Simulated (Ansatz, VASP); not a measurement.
Two plane-wave programs on Cd

```
CELL_PARAMETERS angstrom
1.87862 1.08462 2.42592
-1.87862 1.08462 2.42592
0.00000 -2.16924 2.42592
ATOMIC_POSITIONS crystal
Cd 0.00000 0.00000 0.00000
```

Alike in both runs: task single point; functional PBE; k mesh 15 × 15 × 15; occupations gaussian, width 0.1 eV; no spin polarisation.

|  | VASP | Ansatz |
| --- | --- | --- |
| version | VASP 6.6.1 | Ansatz 0.2.0 |
| potentials or method | VASP PAW PBE potentials, release 64 (Cd), cutoff 520 eV | scalar-relativistic, plane waves, PAW |
| valence electrons in the cell | 12 | 20 |

Ansatz gave:

| Quantity | Value |
| --- | --- |
| gap on the k mesh at the Fermi level (eV) | none |
| pressure (GPa) | -4.3 |
| traceless stress, the component that is largest in VASP (GPa) | -0.35 |

**Question.** Estimate VASP's values.

**Answer.** gap on the k mesh at the Fermi level (eV): none; pressure (GPa): -4.2; traceless stress, the component that is largest in VASP (GPa): -0.32.

A gap of «none» marks a metal or a gap that the smearing closes. With one functional, cell and mesh, what is left measures potentials, basis and numerics. VASP's potentials hold 12 valence electrons a cell and Ansatz's 20, so a difference there can come from the potentials and not from the codes.
